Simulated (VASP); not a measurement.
Write the native input for VASP 6.6.1 that does the following.

```
Task                   : single point
Functional             : PBEsol
Potentials or basis    : VASP PAW PBE potentials, release 64 (Ta_pv, C)
Cutoff                 : 520 eV
k mesh                 : 10 × 10 × 10
Occupations            : gaussian, width 0.15 eV
Spin                   : no spin polarisation
Dipole correction      : no
Further INCAR settings : ALGO = Normal; EDIFF = 1e-06; NBANDS = 37
```

The structure of Ta4C3 lies in POSCAR:

```
Ta4C3
1.0
    4.4026021986      0.0000000000      0.0000000000
    0.0000000000      4.4026021986      0.0000000000
    0.0000000000      0.0000000000      4.4026021986
Ta C
4 3
Direct
    0.0000000000      0.5000000000      0.5000000000
    0.5000000000      0.0000000000      0.5000000000
    0.5000000000      0.5000000000      0.0000000000
    0.0000000000      0.0000000000      0.0000000000
    0.5000000000      0.0000000000      0.0681415187
    0.0000000000      0.5000000000      0.0681415187
    0.0000000000      0.0000000000      0.5681415187
```

This cell differs from its parent crystal: all C atoms moved -0.300 Å, as atom 5 towards its neighbour atom 2 (Ta) at 2.201 Å.

The input as run:

INCAR

```
PREC     = Accurate       # precision mode
ENCUT    = 520            # plane-wave cutoff, eV
EDIFF    = 1E-6           # SCF threshold, eV
ISMEAR   = 0              # smearing method
SIGMA    = 0.15           # smearing width, eV
LREAL    = F              # projectors in reciprocal space
LASPH    = T              # aspherical terms in the spheres
NELM     = 100            # most SCF steps
ALGO     = Normal         # electronic algorithm
ISIF     = 2              # what is computed and relaxed
LWAVE    = F              # write WAVECAR
LCHARG   = F              # write CHGCAR
GGA      = PS             # functional
NBANDS   = 37             # bands
```

KPOINTS

```
regular mesh
0
Gamma
  10 10 10
```

Potentials or basis: VASP PAW PBE potentials, release 64 (Ta_pv, C).

Command:

```sh
$ cat potpaw_PBE.64/Ta_pv/POTCAR potpaw_PBE.64/C/POTCAR > POTCAR
$ mpirun -np 1 vasp_std > vasp.out
```

Results of the run:

```json
{
 "Pressure": "12.3 GPa",
 "Largest force": "5.359 eV/Å",
 "Band gap on the k mesh": "zero (bands 28 and 29 overlap by 0.92 eV)"
}
```

Caveat: the cell differs from its parent crystal (all C atoms moved -0.300 Å, as atom 5 towards its neighbour atom 2 (Ta) at 2.201 Å); the cell stands under pressure; the PAW data sets were made with another functional, which shifts forces and pressure a little; spin-orbit coupling is left out, which moves the levels of the heavy elements.

It took 3.2 min on 1 thread of Intel(R) Xeon(R) 6975P-C (Granite Rapids), with other jobs on the host, peak memory 0.42 GiB.
